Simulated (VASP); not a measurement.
# WC (P-6m2) in VASP: settings compared, part 3 of 3

VASP 6.6.1. The steps go on from the part before.

### 5 Relaxation of cell and atoms, PBE+U

INCAR

```
  PREC = Accurate
  ENCUT = 600
  EDIFF = 1E-6
  ISMEAR = -1
  SIGMA = 0.05
  LREAL = False
  LASPH = True
  NELM = 150
  ALGO = Normal
  ISIF = 3
  LWAVE = False
  LCHARG = False
  LMAXMIX = 4
  LDAU = True
  LDAUTYPE = 2
  LDAUL = 2 -1
  LDAUU = 5 0
  LDAUJ = 0 0
  LDAUPRINT = 1
  GGA = PE
  IBRION = 2
  NSW = 60
  EDIFFG = -0.01
```

KPOINTS

```
regular mesh
0
Gamma
  10 10 9
```

POSCAR

```
WC
1.0
    2.9065000000      0.0000000000      0.0000000000
   -1.4532500000      2.5171028361      0.0000000000
    0.0000000000      0.0000000000      2.8366000000
W C
1 1
Direct
    0.0000000000      0.0000000000      0.0000000000
    0.6666666667      0.3333333333      0.5000000000
```

Potentials or basis: VASP PAW PBE potentials, release 64 (W_sv, C).

Launch:

```console
$ cat potpaw_PBE.64/W_sv/POTCAR potpaw_PBE.64/C/POTCAR > POTCAR
$ mpirun -np 1 vasp_std > vasp.out
```

OUTCAR:

```text
PREC = Accurate
   ENCUT = 600
   EDIFF = 1E-6
   ISMEAR = -1
   LREAL = False
   LASPH = True
   NELM = 150
   ISIF = 3
   GGA = PE
   IBRION = 2
   NSW = 60
   EDIFFG = -0.01

 ion  position               nearest neighbor table
   1  0.000  0.000  0.000-   2 2.20   2 2.20   2 2.20   2 2.20   2 2.20   2 2.20
   2  0.667  0.333  0.500-   1 2.20   1 2.20   1 2.20   1 2.20   1 2.20   1 2.20

  LATTYP: Found a hexagonal cell.
 ALAT       =     2.9065000000
 C/A-ratio  =     0.9759504559

  Lattice vectors:

 A1 = (   2.9065000000,   0.0000000000,   0.0000000000)
 A2 = (  -1.4532500000,   2.5171028361,   0.0000000000)
 A3 = (   0.0000000000,   0.0000000000,   2.8366000000)

Analysis of symmetry for initial positions (statically):
=====================================================================
 Subroutine PRICEL returns:
[... 886 lines left out ...]
  o =  0.3534  v =  0.0000  0.0000 -1.0000 -0.0000 -0.0000  0.0000  0.0000  0.0000  0.0000  0.0000      0.0000  0.0000  0.0000  0.0000  0.0000  0.0000  0.0000  0.0000  0.0000  0.0000

--------------------------------------- Ionic step        9  -------------------------------------------

 number of electron      18.0000000 magnetization

 Free energy of the ion-electron system (eV)
  ---------------------------------------------------
  ext. energy  EPLUGINS =         0.00000000
  ---------------------------------------------------
  free energy    TOTEN  =       -16.89892354 eV

  energy without entropy =      -16.89719209  energy(sigma->0) =      -16.89805782

 E-fermi :  10.8514     XC(G=0): -13.5648

 val. band max:       10.8256972508   @ k =   0.4000   0.2000   0.0000
 cond. band min:      10.9337422285   @ k =   0.0000   0.0000   0.3333
 fundamental gap:      0.1080449776
 Fermi energy:        10.8513967997

 k-point     1 :       0.0000    0.0000    0.0000
  band No.  band energies     occupation
      1     -64.0445      2.00000
      2     -27.9847      2.00000
      3     -27.9006      2.00000
      4     -27.9006      2.00000
      5      -3.5388      2.00000
      6       6.7695      2.00000
      7       7.7216      2.00000
      8       7.7216      2.00000
      9      10.7402      1.80467
     10      14.1637      0.00000
     11      14.1637      0.00000
     12      16.1697      0.00000
     13      16.1697      0.00000
[... 397 lines left out ...]
  FREE ENERGIE OF THE ION-ELECTRON SYSTEM (eV)
  ---------------------------------------------------
  free  energy   TOTEN  =       -16.8989235415 eV

  energy  without entropy=      -16.8971920932  energy(sigma->0) =      -16.89805782

 reached required accuracy - stopping structural energy minimisation
```

CONTCAR:

```text
WC
   1.00000000000000
     2.9521914489575978   -0.0000000000000000   -0.0000000000000000
    -1.4760957244787989    2.5566727916330247    0.0000000000000000
    -0.0000000000000000    0.0000000000000000    2.8762346132100380
  W               C
     1     1
Direct
     0.0000000000000000    0.0000000000000000    0.0000000000000000
     0.6666666667000030    0.3333333332999970    0.5000000000000000

  0.00000000E+00  0.00000000E+00  0.00000000E+00
  0.00000000E+00  0.00000000E+00  0.00000000E+00
```

Wall time 37 s (1 thread of Intel Xeon 6975P-C (Granite Rapids), shared host); peak memory 0.17 GiB.

Results:

```yaml
Free_energy: -16.8989 eV
Relaxed_volume: 10.85 Å³/atom
Relaxed_cell: a = 2.952 Å, b = 2.952 Å, c = 2.876 Å, α = 90.00°, β = 90.00°, γ = 120.00°
Space_group_after_relaxing_to_0.1_Å: P-6m2 (No. 187)
Energy_gained_by_relaxing: 25.8 meV/atom
Ionic_steps: 9
Pressure_after_relaxing: 0.0 GPa
Band_gap_on_the_k_mesh: zero (bands 9 and 10 overlap by 0.95 eV)
```

The path:
```
step  energy change (eV)  largest force (eV/Å)  pressure (GPa)  volume (Å³)
   1              0.0000                0.0000           18.03        20.75
   2              0.2769                0.0000          -34.16        24.46
   3             -0.0513                0.0000           -0.74        21.75
   4             -0.0514                0.0000            0.00        21.70
   5             -0.0514                0.0000            0.32        21.68
   6             -0.0515                0.0000            0.28        21.70
   7             -0.0517                0.0000            0.29        21.69
   8             -0.0516                0.0000           -0.48        21.74
   9             -0.0517                0.0000            0.00        21.71
```

Final structure:
```
CELL_PARAMETERS angstrom
2.95219 0.00000 0.00000
-1.47610 2.55667 0.00000
0.00000 0.00000 2.87623
ATOMIC_POSITIONS crystal
W 0.00000 0.00000 0.00000
C 0.66667 0.33333 0.50000
```

Eigenvalues of the final occupation matrices:
| site | spin | trace | eigenvalues |
| --- | --- | --- | --- |
| site 1 d | 1 | 1.62 | 0.30 0.30 0.33 0.33 0.35 |
| site 1 d | 2 | 1.62 | 0.30 0.30 0.33 0.33 0.35 |

Caveat: spin-orbit coupling is left out, which moves the levels of the heavy elements; U without spin polarisation on a metal has little footing; the U is typed as a test and isn't derived for this compound. PBE usually gives volumes a little too large and moduli too small.

### 6 The runs side by side

| level | U | cell | gap on the mesh (eV) | pressure (GPa) | relaxed volume (Å³/atom) |
| --- | --- | --- | --- | --- | --- |
| PBEsol | - | relaxed to 20 GPa | none | 20.0 | - |
| PBEsol | - | relaxed to 30 GPa | none | 30.0 | - |
| PBE+U | W d U = 4.0 eV | relaxed | none | 0.0 | 10.79 |
| PBE+U | W d U = 5.0 eV | relaxed | none | 0.0 | 10.85 |

Alike in all rows: task relaxation of cell and atoms; potentials or basis VASP PAW PBE potentials, release 64 (W_sv, C); no spin polarisation; k mesh 10 × 10 × 9; cutoff (eV) 600; smearing fermi-dirac 0.05 eV.

Caveats: spin-orbit coupling is left out, which moves the levels of the heavy elements; the cell is relaxed towards a set pressure, so the run minimises the enthalpy, not the energy (at least some runs); the PAW data sets were made with another functional, which shifts forces and pressure a little (at least some runs); U without spin polarisation on a metal has little footing (at least some runs); the U is typed as a test and isn't derived for this compound (at least some runs).

Total energies depend on the potentials used, so only differences within one code and one set of settings carry meaning.
